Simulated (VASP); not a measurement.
# SnO2 (P4_2/mnm) in VASP: notebook

The runs below take SnO2 through single point, relaxation of cell and atoms, with PBE.

Program: VASP 6.6.1. These are calculated values, not measurements. Logs are shortened: lines on timing, memory, paths and dates and some standing lists are left out, and cuts for length are marked.

## Step 1: The cell of the first run

Symmetry: P4_2/mnm, No. 136, tetragonal system. Conventional cell: a = 4.738 Å, b = 4.738 Å, c = 3.187 Å, α = 90.00°, β = 90.00°, γ = 90.00°. Sn (site symmetry mmm) has 6 O at 2.05 to 2.06 Å within 2.7 Å. O (site symmetry m2m) has 3 Sn at 2.05 to 2.06 Å and 1 O at 2.61 Å within 2.7 Å.

## Step 2: Single point, PBE

INCAR

```
ALGO = Normal
EDIFF = 1E-6
ENCUT = 520
GGA = PE
ISIF = 2
ISMEAR = 0
LASPH = True
LCHARG = False
LREAL = False
LWAVE = False
NBANDS = 35
NELM = 80
PREC = Accurate
SIGMA = 0.05
```

KPOINTS

```
k-points
0
Gamma
  6 6 10
```

POSCAR

```
SnO2
1.0
    4.7380000000      0.0000000000      0.0000000000
    0.0000000000      4.7380000000      0.0000000000
    0.0000000000      0.0000000000      3.1865000000
Sn O
2 4
Direct
    0.0000000000      0.0000000000      0.0000000000
    0.5000000000      0.5000000000      0.5000000000
    0.3054029253      0.3054029253      0.0000000000
    0.1945970747      0.8054029253      0.5000000000
    0.6945970747      0.6945970747      0.0000000000
    0.8054029253      0.1945970747      0.5000000000
```

Potentials or basis: VASP PAW PBE potentials, release 64 (Sn_d, O).

Command:

```console
$ cat potpaw_PBE.64/Sn_d/POTCAR potpaw_PBE.64/O/POTCAR > POTCAR
$ mpirun -np 1 vasp_std > vasp.out
```

OUTCAR:

```text
EDIFF = 1E-6
   ENCUT = 520
   GGA = PE
   ISIF = 2
   ISMEAR = 0
   LASPH = True
   LREAL = False
   NELM = 80
   PREC = Accurate

 ion  position               nearest neighbor table
   1  0.000  0.000  0.000-   3 2.05   5 2.05   4 2.06   6 2.06   4 2.06   6 2.06   2 3.71   2 3.71
                             2 3.71   2 3.71   2 3.71   2 3.71   2 3.71   2 3.71
   2  0.500  0.500  0.500-   4 2.05   6 2.05   5 2.06   3 2.06   3 2.06   5 2.06   1 3.71   1 3.71
                             1 3.71   1 3.71   1 3.71   1 3.71   1 3.71   1 3.71
   3  0.305  0.305  0.000-   1 2.05   2 2.06   2 2.06
   4  0.195  0.805  0.500-   2 2.05   1 2.06   1 2.06
   5  0.695  0.695  0.000-   1 2.05   2 2.06   2 2.06
   6  0.805  0.195  0.500-   2 2.05   1 2.06   1 2.06

  LATTYP: Found a simple tetragonal cell.
 ALAT       =     4.7380000000
 C/A-ratio  =     0.6725411566

  Lattice vectors:

 A1 = (   4.7380000000,   0.0000000000,   0.0000000000)
 A2 = (   0.0000000000,   4.7380000000,   0.0000000000)
 A3 = (   0.0000000000,   0.0000000000,   3.1865000000)

Analysis of symmetry for initial positions (statically):
=====================================================================
 Subroutine PRICEL returns:
 Original cell was already a primitive cell.

 Routine SETGRP: Setting up the symmetry group for a
 simple tetragonal supercell.

 Subroutine GETGRP returns: Found 16 space group operations
 (whereof  8 operations were pure point group operations)
 out of a pool of 16 trial point group operations.

The static configuration has the point symmetry D_2h.
 The point group associated with its full space group is D_4h.

Analysis of symmetry for dynamics (positions and initial velocities):
=====================================================================
 Subroutine PRICEL returns:
 Original cell was already a primitive cell.

 Routine SETGRP: Setting up the symmetry group for a
 simple tetragonal supercell.

 Subroutine GETGRP returns: Found 16 space group operations
 (whereof  8 operations were pure point group operations)
 out of a pool of 16 trial point group operations.

The dynamic configuration has the point symmetry D_2h.
 The point group associated with its full space group is D_4h.

 Subroutine INISYM returns: Found 16 space group operations
 (whereof  8 operations are pure point group operations),
 and found     1 'primitive' translations

----------------------------------------------------------------------------------------

                                     Primitive cell

  volume of cell :      71.5326

  direct lattice vectors                    reciprocal lattice vectors
     4.738000000  0.000000000  0.000000000     0.211059519  0.000000000  0.000000000
     0.000000000  4.738000000  0.000000000     0.000000000  0.211059519  0.000000000
     0.000000000  0.000000000  3.186500000     0.000000000  0.000000000  0.313823945

  length of vectors
     4.738000000  4.738000000  3.186500000     0.211059519  0.211059519  0.313823945

  position of ions in fractional coordinates (direct lattice)
     0.000000000  0.000000000  0.000000000
     0.500000000  0.500000000  0.500000000
     0.305402925  0.305402925  0.000000000
     0.194597075  0.805402925  0.500000000
     0.694597075  0.694597075  0.000000000
     0.805402925  0.194597075  0.500000000

  ion indices of the primitive-cell ions
   primitive index   ion index
                 1           1
                 2           2
                 3           3
                 4           4
                 5           5
                 6           6

----------------------------------------------------------------------------------------

 KPOINTS: k-points

Automatic generation of k-mesh.
 Grid dimensions read from file:
 generate k-points for:    6    6   10

 Generating k-lattice:

  Cartesian coordinates                     Fractional coordinates (reciprocal lattice)
     0.035176586  0.000000000  0.000000000     0.166666667  0.000000000  0.000000000
     0.000000000  0.035176586  0.000000000     0.000000000  0.166666667  0.000000000
     0.000000000  0.000000000  0.031382394     0.000000000  0.000000000  0.100000000

  Length of vectors
     0.035176586  0.035176586  0.031382394

  Shift w.r.t. Gamma in fractional coordinates (k-lattice)
     0.000000000  0.000000000  0.000000000

 Subroutine IBZKPT returns following result:
 ===========================================

 Found     60 irreducible k-points:

 Following reciprocal coordinates:
            Coordinates               Weight
  0.000000  0.000000  0.000000      1.000000
  0.166667  0.000000  0.000000      4.000000
  0.333333  0.000000  0.000000      4.000000
  0.500000  0.000000  0.000000      2.000000
  0.166667  0.166667  0.000000      4.000000
  0.333333  0.166667  0.000000      8.000000
[... 16 lines left out ...]
  0.333333  0.000000  0.200000      8.000000
  0.500000  0.000000  0.200000      4.000000
 [... further k-points ...]
   k-points           NKPTS =     60   k-points in BZ     NKDIM =     60   number of bands    NBANDS=     35
   number of dos      NEDOS =    301   number of ions     NIONS =      6
   total plane-waves  NPLWV =  31104
   dimension x,y,z NGX =    36 NGY =   36 NGZ =   24
   dimension x,y,z NGXF=    72 NGYF=   72 NGZF=   48
   ions per type =               2   4
   NGX,Y,Z   is equivalent  to a cutoff of  12.63, 12.63, 12.52 a.u.
   NGXF,Y,Z  is equivalent  to a cutoff of  25.26, 25.26, 25.04 a.u.
 SYSTEM =  unknown system
   PREC   = accura    normal or accurate (medium, high low for compatibility)
   ISTART =      0    job   : 0-new  1-cont  2-samecut
   ICHARG =      2    charge: 1-file 2-atom 10-const
   ISPIN  =      1    spin polarized calculation?
   LNONCOLLINEAR =      F non collinear calculations
   LSORBIT =      F    spin-orbit coupling
   LASPH  =      T    aspherical Exc in radial PAW
   ENCUT  =  520.0 eV  38.22 Ry    6.18 a.u.   8.81  8.81  5.92*2*pi/ulx,y,z
   NELM   =     80;   NELMIN=  2; NELMDL= -5     # of ELM steps
   EDIFF  = 0.1E-05   stopping-criterion for ELM
   LREAL  =      F    real-space projection
   EDIFFG = 0.1E-04   stopping-criterion for IOM
   NSW    =      0    number of steps for IOM
   IBRION =     -1    ionic relax: 0-MD 1-quasi-New 2-CG
   NFREE  =      0    steps in history (QN), initial steepest desc. (CG)
   ISIF   =      2    stress and relaxation
   ISYM   =      2    0-nonsym 1-usesym 2-fastsym
   POTIM  = 0.5000    time-step for ionic-motion
   TEBEG  =    0.0;   TEEND  =   0.0 temperature during run
   PSTRESS=    0.0 pullay stress
   NELECT =      52.0000    total number of electrons
   NUPDOWN=      -1.0000    fix difference up-down
   EMIN   =  10.00;   EMAX   =-10.00  energy-range for DOS
   EFERMI =   0.00;   METHOD = LEGACY
   ISMEAR =     0;   SIGMA  =   0.05  broadening in eV -4-tet -1-fermi 0-gaus
   EFERMI_NEDOS =   21; number of points for ismear=-14 and -15
   IALGO  =     38    algorithm
   IMIX   =      4    mixing-type and parameters
     AMIX     =   0.40;   BMIX     =  1.00
     AMIX_MAG =   1.60;   BMIX_MAG =  1.00
  volume/ion in A,a.u.               =      11.92        80.45
  Fermi-wavevector in a.u.,A,eV,Ry     =   1.472000  2.781677 29.480903  2.166785
  Thomas-Fermi vector in A             =   2.587068
   LORBIT       =      0    0 simple, 1 ext, 2 COOP (PROOUT), +10 PAW based schemes
   GGA     = PE    functional components
   LHFCALC =     F    Hartree Fock is set to
   AEXX    =    0.0000 exact exchange contribution
   IVDW    =     0    specifies the selected vdW correction
   LEPSILON=     F    determine dielectric tensor
   LRPA    =     F    only Hartree local field effects (RPA)
 non-spin polarized calculation
 Gauss-broadening in eV      SIGMA  =   0.05
  energy-cutoff  :      520.00
  volume of cell :       71.53
 maximum number of plane-waves:      1992
 NGX is ok and might be reduce to    36
   NGX = 17   NGY = 17   NGZ = 11

 number of electron      51.9999990 magnetization

 Free energy of the ion-electron system (eV)
  ---------------------------------------------------
  ext. energy  EPLUGINS =         0.00000000
  ---------------------------------------------------
  free energy    TOTEN  =       -37.16654728 eV

  energy without entropy =      -37.16654728  energy(sigma->0) =      -37.16654728

 E-fermi :   6.4421     XC(G=0): -11.2604

 val. band max:        6.1497344308   @ k =   0.0000   0.0000   0.0000
 cond. band min:       7.3850416642   @ k =   0.0000   0.0000   0.0000
 fundamental gap:      1.2353072333
 Fermi energy:         6.4421292384

 k-point     1 :       0.0000    0.0000    0.0000
  band No.  band energies     occupation
      1     -14.9683      2.00000
      2     -14.1655      2.00000
      3     -13.9120      2.00000
      4     -13.8839      2.00000
      5     -13.8839      2.00000
      6     -13.8230      2.00000
[... 27 lines left out ...]
     34      18.3359      0.00000
     35      18.8342      0.00000

 k-point     2 :       0.1667    0.0000    0.0000
  band No.  band energies     occupation
      1     -14.9248      2.00000
      2     -14.2161      2.00000
      3     -13.9120      2.00000
      4     -13.8820      2.00000
      5     -13.8819      2.00000
      6     -13.8599      2.00000
[... 27 lines left out ...]
     34      18.3325      0.00000
     35      18.7985      0.00000

 k-point     3 :       0.3333    0.0000    0.0000
  band No.  band energies     occupation
      1     -14.7985      2.00000
      2     -14.3828      2.00000
      3     -13.9120      2.00000
      4     -13.9001      2.00000
      5     -13.8780      2.00000
      6     -13.8778      2.00000
[... 27 lines left out ...]
     34      18.4416      0.00000
     35      18.7320      0.00000

 k-point     4 :       0.5000    0.0000    0.0000
  band No.  band energies     occupation
      1     -14.6046      2.00000
      2     -14.6046      2.00000
      3     -13.9107      2.00000
      4     -13.9107      2.00000
      5     -13.8758      2.00000
      6     -13.8758      2.00000
[... 27 lines left out ...]
     34      18.6341      0.00000
     35      18.7418      0.00000

 k-point     5 :       0.1667    0.1667    0.0000
  band No.  band energies     occupation
      1     -14.8916      2.00000
      2     -14.2753      2.00000
      3     -13.9123      2.00000
      4     -13.8845      2.00000
      5     -13.8776      2.00000
      6     -13.8763      2.00000
[... 638 lines left out ...]
 k-point    22 :       0.1667    0.0000    0.2000
  band No.  band energies     occupation
      1     -14.7656      2.00000
      2     -14.2989      2.00000
      3     -14.2017      2.00000
      4     -13.9776      2.00000
      5     -13.8376      2.00000
      6     -13.8249      2.00000
[... 27 lines left out ...]
     34      18.3123      0.00000
     35      18.3561      0.00000

 k-point    23 :       0.3333    0.0000    0.2000
  band No.  band energies     occupation
      1     -14.6946      2.00000
      2     -14.4439      2.00000
      3     -14.1527      2.00000
      4     -14.0148      2.00000
      5     -13.8281      2.00000
      6     -13.8088      2.00000
[... 27 lines left out ...]
     34      18.4876      0.00000
     35      18.5837      0.00000

 k-point    24 :       0.5000    0.0000    0.2000
  band No.  band energies     occupation
      1     -14.5833      2.00000
      2     -14.5833      2.00000
      3     -14.0829      2.00000
      4     -14.0829      2.00000
      5     -13.8157      2.00000
      6     -13.8157      2.00000
[... 27 lines left out ...]
     34      18.6187      0.00000
     35      18.8825      0.00000

 [... further k-points ...]

------------------------ aborting loop because EDIFF is reached ----------------------------------------

  FORCE on cell =-STRESS in cart. coord.  units (eV):
  Direction    XX          YY          ZZ          XY          YZ          ZX
  --------------------------------------------------------------------------------------
  -------------------------------------------------------------------------------------
  Total        4.7227932      4.7227932      5.8537260      0.0000000      0.0000000      0.0000000
  in kB      105.7804664    105.7804664    131.1109420      0.0000000      0.0000000      0.0000000
  external PRESSURE =     114.2239583 kB  Pullay stress =       0.0000000 kB

 VOLUME and BASIS-vectors are now :
 -----------------------------------------------------------------------------
  energy-cutoff  :      520.00
  volume of cell :       71.53
      direct lattice vectors                 reciprocal lattice vectors
     4.738000000  0.000000000  0.000000000     0.211059519  0.000000000  0.000000000
     0.000000000  4.738000000  0.000000000     0.000000000  0.211059519  0.000000000
     0.000000000  0.000000000  3.186500000     0.000000000  0.000000000  0.313823945

 POSITION                                       TOTAL-FORCE (eV/Angst)
 -----------------------------------------------------------------------------------
      0.00000      0.00000      0.00000         0.000000      0.000000     -0.000000
      2.36900      2.36900      1.59325         0.000000      0.000000     -0.000000
      1.44700      1.44700      0.00000        -0.011394     -0.011394     -0.000000
      0.92200      3.81600      1.59325         0.011394     -0.011394     -0.000000
      3.29100      3.29100      0.00000         0.011394      0.011394      0.000000
      3.81600      0.92200      1.59325        -0.011394      0.011394      0.000000
 -----------------------------------------------------------------------------------
    total drift:                                0.000000      0.000000      0.000000

  FREE ENERGIE OF THE ION-ELECTRON SYSTEM (eV)
  ---------------------------------------------------
  free  energy   TOTEN  =       -37.1665472822 eV

  energy  without entropy=      -37.1665472822  energy(sigma->0) =      -37.16654728
```

Wall time 2 min (1 thread of AMD EPYC 7R13 (Zen 3), shared host); peak memory 0.22 GiB.

What came out:

```
Free energy            : -37.1665 eV
Pressure               : 11.4 GPa
Largest force          : 0.016 eV/Å
Band gap on the k mesh : 1.24 eV
```

Forces on the atoms (eV/Å):
```
Sn   0.000  0.000  0.000
Sn   0.000  0.000  0.000
O   -0.011 -0.011  0.000
O    0.011 -0.011  0.000
O    0.011  0.011  0.000
O   -0.011  0.011  0.000
```

Caveat: the cell stands under pressure; spin-orbit coupling is left out, which moves the levels of the heavy elements.

## Step 3: Single point, PBE

This run uses another cell than the first one, of 12.58 Å³/atom.

INCAR

```
SYSTEM = SnO2
ALGO     = Normal         ! electronic algorithm
EDIFF    = 1E-6           ! SCF threshold, eV
ENCUT    = 520            ! plane-wave cutoff, eV
GGA      = PE             ! functional
ISIF     = 2              ! what is computed and relaxed
ISMEAR   = 0              ! smearing method
LASPH    = .TRUE.         ! aspherical terms in the spheres
LCHARG   = .FALSE.        ! write CHGCAR
LREAL    = .FALSE.        ! projectors in reciprocal space
LWAVE    = .FALSE.        ! write WAVECAR
NBANDS   = 35             ! bands
NELM     = 60             ! most SCF steps
PREC     = Accurate       ! precision mode
SIGMA    = 0.05           ! smearing width, eV
```

KPOINTS

```
k-points
0
G
  6 6 10
  0 0 0
```

POSCAR

```
SnO2
1.0
    4.8269640372      0.0000000000      0.0000000000
    0.0000000000      4.8269640372      0.0000000000
    0.0000000000      0.0000000000      3.2383351411
Sn O
2 4
Direct
    0.0000000000      0.0000000000      0.0000000000
    0.5000000000      0.5000000000      0.5000000000
    0.3065715028      0.3065715028      0.0000000000
    0.1934284972      0.8065715028      0.5000000000
    0.6934284972      0.6934284972      0.0000000000
    0.8065715028      0.1934284972      0.5000000000
```

Potentials or basis: VASP PAW PBE potentials, release 64 (Sn_d, O).

Command:

```console
$ cat potpaw_PBE.64/Sn_d/POTCAR potpaw_PBE.64/O/POTCAR > POTCAR
$ mpirun -np 1 vasp_std > vasp.out
```

It took 2.1 min on 1 thread of AMD EPYC 7R13 (Zen 3), shared host; peak memory 0.23 GiB.

Results (log left out):

* Free energy: -37.3110 eV
* Pressure: 0.6 GPa
* Largest force: 0.016 eV/Å
* Band gap on the k mesh: 0.67 eV

Forces in eV/Å, atoms in the order of the input:
```
Sn   0.000  0.000  0.000
Sn   0.000  0.000  0.000
O   -0.011 -0.011  0.000
O    0.011 -0.011  0.000
O    0.011  0.011  0.000
O   -0.011  0.011  0.000
```

Stress tensor (GPa, compression positive):
```
0.54 0.00 0.00
0.00 0.54 0.00
0.00 0.00 0.81
```

Levels at points of the mesh, in eV from the valence-band top:
| k point | band 22 | band 23 | band 24 | band 25 | band 26 | band 27 | band 28 | band 29 | band 30 | band 31 |
| --- | --- | --- | --- | --- | --- | --- | --- | --- | --- | --- |
| (0.00, 0.00, 0.00) | -1.26 | -1.26 | -0.74 | -0.74 | 0.00 | 0.67 | 5.69 | 6.06 | 6.06 | 10.12 |
| (0.50, 0.00, 0.00) | -1.90 | -1.21 | -1.21 | -0.61 | -0.61 | 3.88 | 3.88 | 6.80 | 6.80 | 10.40 |
| (0.50, 0.50, 0.00) | -1.87 | -1.33 | -1.33 | -0.85 | -0.85 | 4.27 | 4.27 | 7.15 | 7.15 | 10.48 |
| (0.00, 0.00, 0.50) | -2.58 | -1.53 | -1.53 | -1.18 | -1.18 | 5.59 | 5.59 | 9.36 | 9.36 | 10.31 |
| (0.50, 0.00, 0.50) | -1.66 | -1.02 | -1.02 | -0.75 | -0.75 | 5.85 | 5.85 | 7.61 | 7.61 | 10.57 |
| (0.50, 0.50, 0.50) | -2.43 | -0.92 | -0.92 | -0.78 | -0.78 | 4.35 | 4.35 | 8.61 | 8.61 | 10.57 |

Caveat: semilocal functionals underestimate gaps, and a narrow one can read as zero; spin-orbit coupling is left out, which moves the levels of the heavy elements.

[end of part 1 of 2]
